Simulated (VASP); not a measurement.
Wanted: the native input for a VASP 6.6.1 run.

| Quantity | Value |
| --- | --- |
| Task | single point |
| Functional | PBEsol |
| Potentials or basis | VASP PAW PBE potentials, release 64 (F_h) |
| Cutoff | 1350 eV |
| k mesh | 4 × 4 × 2 |
| Occupations | gaussian, width 0.05 eV |
| Spin | no spin polarisation |
| Dipole correction | no |
| Further INCAR settings | ALGO = Normal; EDIFF = 1e-06; NBANDS = 22 |

The structure of F lies in POSCAR:

```
F
1.0
    3.0589019356     -1.8154231508     -0.2359289060
    3.0589019356      1.8154231508     -0.2359289060
   -2.2828896347      0.0000000000      7.2631592929
F
4
Direct
    0.0848459664      0.0848459664      0.0940038325
    0.9151540336      0.9151540336      0.9059961675
    0.5015719855      0.5015719855      0.5937195244
    0.4984280145      0.4984280145      0.4062804756
```

One way to write it, as run:

INCAR

```
PREC = Accurate ; ENCUT = 1350
EDIFF = 1E-6 ; ISMEAR = 0
SIGMA = 0.05 ; LREAL = False
LASPH = True ; NELM = 120
ALGO = Normal ; ISIF = 2
LWAVE = False ; LCHARG = False
GGA = PS ; NBANDS = 22
GGA_COMPAT = False
```

KPOINTS

```
regular mesh
0
Gamma
  4 4 2
```

Potentials or basis: VASP PAW PBE potentials, release 64 (F_h).

Launch:

```console
$ cat potpaw_PBE.64/F_h/POTCAR > POTCAR
$ mpirun -np 1 vasp_std > vasp.out
```

It gave:

| Item | Value |
| --- | --- |
| Pressure | -1.8 GPa |
| Largest force | 0.691 eV/Å |
| Band gap on the k mesh | 2.85 eV (least direct gap 2.93 eV) |

Caveat: the k points lie up to 0.51 Å⁻¹ apart; this functional lacks dispersion, which holds the molecules together, so the pressure and a relaxed volume are unreliable; the PAW data sets were made with another functional, which shifts forces and pressure a little.

Wall time 86 s on 1 thread of Intel(R) Xeon(R) Platinum 8375C CPU @ 2.90GHz (Ice Lake), with other jobs on the host, peak memory 0.5 GiB.
